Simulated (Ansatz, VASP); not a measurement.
# One calculation of Hf2Si3, two programs

```
CELL_PARAMETERS angstrom
4.17883 0.00000 0.00000
-2.08941 3.61897 0.00000
0.00000 0.00000 6.62099
ATOMIC_POSITIONS crystal
Hf 0.33333 0.66667 0.77187
Hf 0.66667 0.33333 0.22813
Si 0.00000 0.00000 0.00000
Si 0.33333 0.66667 0.36662
Si 0.66667 0.33333 0.63338
```

Change from the starting cell: species swapped into the Mg3Sb2 type (P-3m1, No. 164).

Alike in both runs: task single point; functional PBE; k mesh 6 × 6 × 4; occupations gaussian, width 0.1 eV; no spin polarisation.

|  | VASP | Ansatz |
| --- | --- | --- |
| version | VASP 6.6.1 | Ansatz 0.2.0 |
| potentials or method | VASP PAW PBE potentials, release 64 (Hf_pv, Si), cutoff 520 eV | scalar-relativistic, plane waves, PAW |
| valence electrons in the cell | 32 | 64 |

```tsv
	VASP	Ansatz	Ansatz less VASP
gap on the k mesh at the Fermi level (eV)	none	none	-
pressure (GPa)	1.4	1.4	+0.03
traceless stress, the component that is largest in VASP (GPa)	2.87	2.98	+0.108
rms of the force components (eV/Å)	1.029	1.033	+0.0042
```

Atom by atom the forces differ by 0.006 eV/Å (rms over components). A gap of «none» marks a metal or a gap that the smearing closes. With one functional, cell and mesh, what is left measures potentials, basis and numerics. VASP's potentials hold 32 valence electrons a cell and Ansatz's 64, so a difference there can come from the potentials and not from the codes.

Spin-orbit coupling is off throughout.
